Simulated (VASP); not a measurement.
Here is a VASP 6.6.1 calculation.

The input INCAR:

```
SYSTEM = Sn
PREC = Accurate
ENCUT = 520
EDIFF = 1E-6
ISMEAR = 1
SIGMA = 0.05
LREAL = .FALSE.
LASPH = .TRUE.
NELM = 60
ALGO = Normal
ISIF = 2
LWAVE = .FALSE.
LCHARG = .TRUE.
GGA = PE
LELF = .TRUE.
LVHAR = .TRUE.
NBANDS = 21
```

File KPOINTS:

```
Automatic mesh
0
G
  8 8 8
  0 0 0
```

The input POSCAR:

```
Sn
1.0
    0.0000000000      3.2333428000      3.2333428000
    3.2333428000      0.0000000000      3.2333428000
    3.2333428000      3.2333428000      0.0000000000
Sn
2
Direct
    0.7500000000      0.7500000000      0.7500000000
    0.5000000000      0.5000000000      0.5000000000
```

Potentials or basis: VASP PAW PBE potentials, release 64 (Sn_d).

Launch:

```console
$ cat potpaw_PBE.64/Sn_d/POTCAR > POTCAR
$ mpirun -np 1 vasp_std > vasp.out
```

(1) Predict the pressure.

(2) Predict the band gap on the k mesh.

## Answers

(1) 3.8 GPa.

(2) zero (band 14 reaches 5.84 eV, above the bottom of band 15 at 5.77 eV).

Caveat: spin-orbit coupling is left out, which moves the levels of the heavy elements.
